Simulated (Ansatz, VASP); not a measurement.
Cu3W2 in VASP and in Ansatz

```xyz
5
Lattice="4.2842 0.0000 0.0000 -2.1421 3.7102 0.0000 0.0000 0.0000 5.1016" Properties=species:S:1:pos:R:3 pbc="T T T"
Cu    0.0000    2.4735    0.0000
Cu    2.1421    1.2367    0.0000
Cu    0.0000    0.0000    0.0000
W     0.0000    2.4735    2.5508
W     2.1421    1.2367    2.5508
```

Alike in both runs: functional PBE; k mesh 12 × 12 × 8; occupations gaussian, width 0.1 eV; no spin polarisation.

Ansatz relaxed the structure, and its values are those at the end. VASP's run is a single point on that final structure, the one shown.

|  | VASP | Ansatz |
| --- | --- | --- |
| version | VASP 6.6.1 | Ansatz 0.2.0 |
| potentials or method | VASP PAW PBE potentials, release 64 (Cu, W_sv), cutoff 520 eV | scalar-relativistic, plane waves, PAW |
| valence electrons in the cell | 61 | 85 |

Ansatz gave:

```
gap on the k mesh at the Fermi level (eV) : none
pressure (GPa)                            : 0.0
```

Problem. Estimate VASP's values.

Solution. gap on the k mesh at the Fermi level (eV): none; pressure (GPa): 0.6.

A gap of «none» marks a metal or a gap that the smearing closes. VASP's potentials hold 61 valence electrons a cell and Ansatz's 85, so a difference there can come from the potentials and not from the codes.

Neither program's run includes spin-orbit coupling.
